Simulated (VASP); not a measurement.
# Al2Cu (I4/mcm) in VASP: a series of runs, part 3 of 3

VASP 6.6.1.

### Step 5. Single point, PBEsol

This run uses another cell than the first one, of 14.15 Å³/atom.

The input, INCAR:

```
SYSTEM = Al2Cu
  ALGO = Fast
  EDIFF = 1E-7
  ENCUT = 520
  GGA = PS
  ISIF = 2
  ISMEAR = 0
  LASPH = .TRUE.
  LCHARG = .TRUE.
  LELF = .TRUE.
  LREAL = .FALSE.
  LVHAR = .TRUE.
  LWAVE = .FALSE.
  NBANDS = 26
  NELM = 100
  PREC = Accurate
  SIGMA = 0.15
```

The input, KPOINTS:

```
k-points
0
G
  10 10 10
  0 0 0
```

The input, POSCAR:

```
Al2Cu
1.0
   -3.0264500000      3.0264500000      2.3172500000
    3.0264500000     -3.0264500000      2.3172500000
    3.0264500000      3.0264500000     -2.3172500000
Al Cu
4 2
Direct
    0.1593210787      0.6593210787      0.8186421574
    0.6593210787      0.8406789213      0.5000000000
    0.8406789213      0.3406789213      0.1813578426
    0.3406789213      0.1593210787      0.5000000000
    0.7500000000      0.7500000000      0.0000000000
    0.2500000000      0.2500000000      0.0000000000
```

Potentials or basis: VASP PAW PBE potentials, release 64 (Al, Cu).

Run with:

```
$ cat potpaw_PBE.64/Al/POTCAR potpaw_PBE.64/Cu/POTCAR > POTCAR
$ mpirun -np 1 vasp_std > vasp.out
```

OUTCAR:

```text
SYSTEM = Al2Cu
   EDIFF = 1E-7
   ENCUT = 520
   GGA = PS
   ISIF = 2
   ISMEAR = 0
   LASPH = .TRUE.
   LREAL = .FALSE.
   NELM = 100
   PREC = Accurate

 ion  position               nearest neighbor table
   1  0.159  0.659  0.819-   5 2.55   6 2.55   5 2.55   6 2.55   3 2.73   3 2.79   3 2.79   4 3.01
                             2 3.01   2 3.01   4 3.01   4 3.22   2 3.22   2 3.22   4 3.22
   2  0.659  0.841  0.500-   6 2.55   5 2.55   5 2.55   6 2.55   4 2.73   4 2.79   4 2.79   3 3.01
                             1 3.01   1 3.01   3 3.01   1 3.22   3 3.22   1 3.22   3 3.22
   3  0.841  0.341  0.181-   5 2.55   6 2.55   5 2.55   6 2.55   1 2.73   1 2.79   1 2.79   2 3.01
                             4 3.01   4 3.01   2 3.01   4 3.22   2 3.22   4 3.22   2 3.22
   4  0.341  0.159  0.500-   5 2.55   6 2.55   6 2.55   5 2.55   2 2.73   2 2.79   2 2.79   3 3.01
                             1 3.01   1 3.01   3 3.01   1 3.22   3 3.22   3 3.22   1 3.22
   5  0.750  0.750  0.000-   6 2.32   6 2.32   4 2.55   2 2.55   4 2.55   2 2.55   1 2.55   3 2.55
                             3 2.55   1 2.55
   6  0.250  0.250  0.000-   5 2.32   5 2.32   2 2.55   4 2.55   2 2.55   4 2.55   3 2.55   1 2.55
                             1 2.55   3 2.55

  LATTYP: Found a body centered tetragonal cell.
 ALAT       =     6.0529000000
 C/A-ratio  =     0.7656660444

  Lattice vectors:

 A1 = (  -3.0264500000,   3.0264500000,   2.3172500000)
 A2 = (   3.0264500000,  -3.0264500000,   2.3172500000)
 A3 = (   3.0264500000,   3.0264500000,  -2.3172500000)

Analysis of symmetry for initial positions (statically):
=====================================================================
 Subroutine PRICEL returns:
 Original cell was already a primitive cell.

 Routine SETGRP: Setting up the symmetry group for a
 body centered tetragonal supercell.

 Subroutine GETGRP returns: Found 16 space group operations
 (whereof  8 operations were pure point group operations)
 out of a pool of 16 trial point group operations.

The static configuration has the point symmetry C_4h.
 The point group associated with its full space group is D_4h.

Analysis of symmetry for dynamics (positions and initial velocities):
=====================================================================
 Subroutine PRICEL returns:
 Original cell was already a primitive cell.

 Routine SETGRP: Setting up the symmetry group for a
 body centered tetragonal supercell.

 Subroutine GETGRP returns: Found 16 space group operations
 (whereof  8 operations were pure point group operations)
 out of a pool of 16 trial point group operations.

The dynamic configuration has the point symmetry C_4h.
 The point group associated with its full space group is D_4h.

 Subroutine INISYM returns: Found 16 space group operations
 (whereof  8 operations are pure point group operations),
 and found     1 'primitive' translations

----------------------------------------------------------------------------------------

                                     Primitive cell

  volume of cell :      84.8985

  direct lattice vectors                    reciprocal lattice vectors
    -3.026450000  3.026450000  2.317250000     0.000000000  0.165210065  0.215773007
     3.026450000 -3.026450000  2.317250000     0.165210065  0.000000000  0.215773007
     3.026450000  3.026450000 -2.317250000     0.165210065  0.165210065  0.000000000

  length of vectors
     4.867077847  4.867077847  4.867077847     0.271757899  0.271757899  0.233642314

  position of ions in fractional coordinates (direct lattice)
[... 45 lines left out ...]
  0.100000  0.000000 -0.000000      8.000000
  0.200000  0.000000 -0.000000      8.000000
  0.300000  0.000000 -0.000000      8.000000
  0.400000  0.000000 -0.000000      8.000000
  0.500000  0.000000 -0.000000      4.000000
[... 16 lines left out ...]
  0.300000  0.300000 -0.000000      8.000000
  0.400000  0.300000 -0.000000     16.000000
 [... further k-points ...]
   k-points           NKPTS =    102   k-points in BZ     NKDIM =    102   number of bands    NBANDS=     26
   number of dos      NEDOS =    301   number of ions     NIONS =      6
   total plane-waves  NPLWV =  46656
   dimension x,y,z NGX =    36 NGY =   36 NGZ =   36
   dimension x,y,z NGXF=    72 NGYF=   72 NGZF=   72
   ions per type =               4   2
   NGX,Y,Z   is equivalent  to a cutoff of  12.30, 12.30, 12.30 a.u.
   NGXF,Y,Z  is equivalent  to a cutoff of  24.59, 24.59, 24.59 a.u.
 SYSTEM =  Al2Cu
   PREC   = accura    normal or accurate (medium, high low for compatibility)
   ISTART =      0    job   : 0-new  1-cont  2-samecut
   ICHARG =      2    charge: 1-file 2-atom 10-const
   ISPIN  =      1    spin polarized calculation?
   LNONCOLLINEAR =      F non collinear calculations
   LSORBIT =      F    spin-orbit coupling
   LASPH  =      T    aspherical Exc in radial PAW
   ENCUT  =  520.0 eV  38.22 Ry    6.18 a.u.   9.05  9.05  9.05*2*pi/ulx,y,z
   NELM   =    100;   NELMIN=  2; NELMDL= -5     # of ELM steps
   EDIFF  = 0.1E-06   stopping-criterion for ELM
   LREAL  =      F    real-space projection
   EDIFFG = 0.1E-05   stopping-criterion for IOM
   NSW    =      0    number of steps for IOM
   IBRION =     -1    ionic relax: 0-MD 1-quasi-New 2-CG
   NFREE  =      0    steps in history (QN), initial steepest desc. (CG)
   ISIF   =      2    stress and relaxation
   ISYM   =      2    0-nonsym 1-usesym 2-fastsym
   POTIM  = 0.5000    time-step for ionic-motion
   TEBEG  =    0.0;   TEEND  =   0.0 temperature during run
   PSTRESS=    0.0 pullay stress
   NELECT =      34.0000    total number of electrons
   NUPDOWN=      -1.0000    fix difference up-down
   EMIN   =  10.00;   EMAX   =-10.00  energy-range for DOS
   EFERMI =   0.00;   METHOD = LEGACY
   ISMEAR =     0;   SIGMA  =   0.15  broadening in eV -4-tet -1-fermi 0-gaus
   EFERMI_NEDOS =   21; number of points for ismear=-14 and -15
   IALGO  =     68    algorithm
   IMIX   =      4    mixing-type and parameters
     AMIX     =   0.40;   BMIX     =  1.00
     AMIX_MAG =   1.60;   BMIX_MAG =  1.00
  volume/ion in A,a.u.               =      14.15        95.49
  Fermi-wavevector in a.u.,A,eV,Ry     =   1.206705  2.280342 19.811952  1.456137
  Thomas-Fermi vector in A             =   2.342365
   LORBIT       =      0    0 simple, 1 ext, 2 COOP (PROOUT), +10 PAW based schemes
   GGA     = PS    functional components
   LHFCALC =     F    Hartree Fock is set to
   AEXX    =    0.0000 exact exchange contribution
   IVDW    =     0    specifies the selected vdW correction
   LEPSILON=     F    determine dielectric tensor
   LRPA    =     F    only Hartree local field effects (RPA)
 non-spin polarized calculation
 RMM-DIIS sequential band-by-band and
 Gauss-broadening in eV      SIGMA  =   0.15
  energy-cutoff  :      520.00
  volume of cell :       84.90
 maximum number of plane-waves:      2336
   NGX = 19   NGY = 19   NGZ = 19

 number of electron      33.9999994 magnetization

 Free energy of the ion-electron system (eV)
  ---------------------------------------------------
  ext. energy  EPLUGINS =         0.00000000
  ---------------------------------------------------
  free energy    TOTEN  =       -25.93559186 eV

  energy without entropy =      -25.91454562  energy(sigma->0) =      -25.92506874

 E-fermi :   8.5749     XC(G=0): -11.1672

 val. band max:        8.5741984377   @ k =   0.0000   0.0000   0.0000
 cond. band min:       8.5833389342   @ k =  -0.4000  -0.4000   0.2000
 fundamental gap:      0.0091404965
 Fermi energy:         8.5749339554

 k-point     1 :       0.0000    0.0000    0.0000
  band No.  band energies     occupation
      1      -2.6532      2.00000
      2       2.8230      2.00000
      3       2.9472      2.00000
      4       3.0971      2.00000
      5       3.0971      2.00000
      6       4.0312      2.00000
[... 685 lines left out ...]
     25      15.2053      0.00000
     26      15.5694      0.00000

 [... further k-points ...]
[... 5 lines left out ...]
  --------------------------------------------------------------------------------------
  -------------------------------------------------------------------------------------
  Total        0.0930867      0.0930867      4.5468839      0.0000000     -0.0000000      0.0000000
  in kB        1.7567030      1.7567030     85.8073644      0.0000000     -0.0000000      0.0000000
  external PRESSURE =      29.7735902 kB  Pullay stress =       0.0000000 kB

 VOLUME and BASIS-vectors are now :
 -----------------------------------------------------------------------------
  energy-cutoff  :      520.00
  volume of cell :       84.90
      direct lattice vectors                 reciprocal lattice vectors
    -3.026450000  3.026450000  2.317250000     0.000000000  0.165210065  0.215773007
     3.026450000 -3.026450000  2.317250000     0.165210065  0.000000000  0.215773007
     3.026450000  3.026450000 -2.317250000     0.165210065  0.165210065  0.000000000

 POSITION                                       TOTAL-FORCE (eV/Angst)
 -----------------------------------------------------------------------------------
      3.99080      0.96435      0.00000        -0.119935     -0.119935     -0.000000
      2.06210      0.96435      2.31725         0.119935     -0.119935     -0.000000
     -0.96435      2.06210      2.31725         0.119935      0.119935      0.000000
      0.96435      2.06210      0.00000        -0.119935      0.119935     -0.000000
      0.00000      0.00000      3.47588        -0.000000     -0.000000      0.000000
      0.00000      0.00000      1.15863        -0.000000      0.000000      0.000000
 -----------------------------------------------------------------------------------
    total drift:                                0.000000      0.000000      0.000000

  FREE ENERGIE OF THE ION-ELECTRON SYSTEM (eV)
  ---------------------------------------------------
  free  energy   TOTEN  =       -25.9355918645 eV

  energy  without entropy=      -25.9145456168  energy(sigma->0) =      -25.92506874
```

Run time: 2.1 min. Hardware: 1 thread of Intel Xeon 6975P-C (Granite Rapids), shared host; peak memory 0.33 GiB.

What came out:

```
Free energy            : -25.9356 eV
Pressure               : 3.0 GPa
Largest force          : 0.170 eV/Å
Band gap on the k mesh : zero (bands 17 and 18 overlap by 4.86 eV)
```

Forces on the atoms (eV/Å):
```
Al  -0.120 -0.120  0.000
Al   0.120 -0.120  0.000
Al   0.120  0.120  0.000
Al  -0.120  0.120  0.000
Cu   0.000  0.000  0.000
Cu   0.000  0.000  0.000
```

Levels at points of the mesh, in eV from the Fermi level:
```csv
k point,band 14,band 15,band 16,band 17,band 18,band 19,band 20,band 21
"(0.00, 0.00, 0.00)",-2.39,-1.23,-1.23,-1.23,-1.09,0.00,0.01,1.78
"(0.50, 0.00, 0.00)",-3.33,-2.80,-2.80,-0.02,-0.02,3.77,3.77,4.06
"(0.50, 0.50, 0.00)",-2.62,-1.94,-1.69,-0.71,-0.49,0.41,0.85,4.52
"(0.50, 0.50, 0.50)",-3.31,-3.31,-1.76,2.82,2.94,2.94,3.20,4.44
```

Caveat: the stress differs along the axes, from 0 to 9 GPa; the PAW data sets were made with another functional, which shifts forces and pressure a little.

### Step 6. Overview

| cell | further INCAR settings | gap on the mesh (eV) | pressure (GPa) | largest force (eV/Å) |
| --- | --- | --- | --- | --- |
| a = 4.889 Å, angles 104.4, 104.4, 120.2°, 6 atoms | ALGO = Fast; EDIFF = 1e-07; NBANDS = 26 | none | -0.8 | 0.03 |
| a = 4.816 Å, angles 104.9, 104.9, 119.2°, 6 atoms | ALGO = Fast; EDIFF = 1e-06; NBANDS = 26 | none | 3.9 | 0.07 |
| a = 4.816 Å, angles 105.8, 105.8, 117.2°, 6 atoms | ALGO = Fast; EDIFF = 1e-06; NBANDS = 26 | none | 3.3 | 0.22 |
| a = 4.867 Å, angles 103.1, 103.1, 123.1°, 6 atoms | ALGO = Fast; EDIFF = 1e-07; NBANDS = 26 | none | 3.0 | 0.17 |

Alike in all rows: task single point; level PBEsol; potentials or basis VASP PAW PBE potentials, release 64 (Al, Cu); no spin polarisation; k mesh 10 × 10 × 10; cutoff (eV) 520; smearing gaussian 0.15 eV.

Caveats: the PAW data sets were made with another functional, which shifts forces and pressure a little; the cell stands under pressure (at least some runs); the stress differs along the axes, from -3 to 6 GPa (at least some runs); the stress differs along the axes, from 0 to 9 GPa (at least some runs).

Absolute energies hang on the potentials; compare differences alone.

The gap in the log of VASP goes by the Fermi energy; the results here count the filled bands.